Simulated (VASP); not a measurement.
Input of a VASP 6.6.1 run:

The input INCAR:

```
SYSTEM = Pb
PREC = Accurate ; ENCUT = 520
EDIFF = 1E-6 ; ISMEAR = 1
SIGMA = 0.05 ; LREAL = .FALSE.
LASPH = .TRUE. ; NELM = 100
ALGO = Normal ; ISIF = 2
LWAVE = .FALSE. ; LCHARG = .FALSE.
GGA = PS ; NBANDS = 21
```

Contents of KPOINTS:

```
Automatic mesh
0
G
  5 5 5
  0 0 0
```

POSCAR

```
Pb
1.0
    3.9336475178      0.0000000000      0.0000000000
    0.0000000000      3.9336475178      0.0000000000
    0.0000000000      0.0000000000      3.9336475178
Pb
2
Direct
    0.0000000000      0.0000000000      0.0000000000
    0.5000000000      0.5000000000      0.5000000000
```

Potentials or basis: VASP PAW PBE potentials, release 64 (Pb_d).

Command:

```console
$ cat potpaw_PBE.64/Pb_d/POTCAR > POTCAR
$ mpirun -np 1 vasp_std > vasp.out
```

Q: Estimate the band gap on the k mesh.

A: Zero (bands 14 and 15 overlap by 3.44 eV).

Q: What does it give for the pressure?

A: 0.0 GPa.

Caveat: the PAW data sets were made with another functional, which shifts forces and pressure a little; spin-orbit coupling is left out, which moves the levels of the heavy elements.
